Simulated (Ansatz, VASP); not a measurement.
## Two plane-wave programs on Ni

```
Ni
1.0
    -1.75931    1.75931    0.00000
     0.00000    0.00000    3.51862
     1.75931    1.75931    0.00000
Ni
2
Direct
  0.00000 0.00000 0.00000
  0.50000 0.50000 0.50000
```

Alike in both runs: task single point; functional PBE; k mesh 15 × 10 × 15; occupations fermi-dirac, width 0.05 eV; collinear spin.

|  | VASP | Ansatz |
| --- | --- | --- |
| version | VASP 6.6.1 | Ansatz 0.2.0 |
| potentials or method | VASP PAW PBE potentials, release 64 (Ni) | PAW with Ansatz's default frozen-core files, scalar-relativistic |
| plane-wave cutoff (eV) | 520 | 420 |
| valence electrons in the cell | 20 | 36 |

|  | VASP | Ansatz | Ansatz less VASP |
| --- | --- | --- | --- |
| pressure (GPa) | 0.0 | 0.1 | +0.05 |
| traceless stress, the component that is largest in VASP (GPa) | -0.06 | -0.03 | +0.033 |
| net moment per atom (μB) | 0.64 | 0.65 | +0.008 |
| size of the moment on the site where the two differ most (μB) | 0.65 | 0.68 | +0.035 |

Site moments also hang on the region over which each program counts them. VASP's potentials hold 20 valence electrons a cell and Ansatz's 36, so a difference there can come from the potentials and not from the codes.
